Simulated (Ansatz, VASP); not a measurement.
One calculation of CaO, two programs

The input POSCAR:

```
CaO
1.0
    0.0000000000      2.3975501188      2.3975501188
    2.3975501188      0.0000000000      2.3975501188
    2.3975501188      2.3975501188      0.0000000000
Ca O
1 1
Direct
    0.0000000000      0.0000000000      0.0000000000
    0.5000000000      0.5000000000      0.5000000000
```

The input INCAR.step1:

```
SYSTEM = CaO
PREC = Accurate
ENCUT = 1480
ISMEAR = 0
SIGMA = 0.01
LREAL = .FALSE.
LASPH = .TRUE.
NELM = 120
NBANDS = 15
GGA = PE
ALGO = Normal
EDIFF = 1E-5
LWAVE = .TRUE.
LCHARG = .FALSE.
GGA_COMPAT = .FALSE.
```

Contents of INCAR.step2:

```
SYSTEM = CaO
PREC = Accurate
ENCUT = 1480
EDIFF = 1E-6
ISMEAR = 0
SIGMA = 0.01
LREAL = .FALSE.
LASPH = .TRUE.
NELM = 120
ALGO = Normal
ISIF = 2
LWAVE = .FALSE.
LCHARG = .TRUE.
METAGGA = R2SCAN
LMIXTAU = .TRUE.
LELF = .TRUE.
LVHAR = .TRUE.
NBANDS = 15
ISTART = 1
GGA_COMPAT = .FALSE.
```

KPOINTS

```
Automatic mesh
0
G
  6 6 6
  0 0 0
```

Input for Ansatz:

```yaml
crystal:
  lattice:
    - [0.0, 2.3975501188, 2.3975501188]
    - [2.3975501188, 0.0, 2.3975501188]
    - [2.3975501188, 2.3975501188, 0.0]
  atoms:
    - { symbol: Ca, position: [0.0, 0.0, 0.0] }
    - { symbol: O, position: [0.5, 0.5, 0.5] }
kpoints:
  mp_grid: { grid: [6, 6, 6] }
hamiltonian:
  xc: r2scan
scf:
  occupations: { method: fixed }
  n_extra_bands: 4
output:
  forces: true
  stress: true
  eigenvalues: true
```

Alike in both runs: task single point; functional r2SCAN; k mesh 6 × 6 × 6; no spin polarisation.

|  | VASP | Ansatz |
| --- | --- | --- |
| version | VASP 6.6.1 | Ansatz 0.2.0 |
| potentials or method | VASP PAW PBE potentials, release 64 (Ca_sv, O_h) | plane waves, PAW |
| plane-wave cutoff (eV) | 1480 | 500 |
| occupations | gaussian, width 0.01 eV | fixed |
| valence electrons in the cell | 16 | 16 |

```csv
,VASP,Ansatz,Ansatz less VASP
gap on the k mesh at the Fermi level (eV),4.19,4.20,+0.007
pressure (GPa),1.0,0.0,-0.99
```

VASP's potentials were made for PBE, not for r2SCAN.
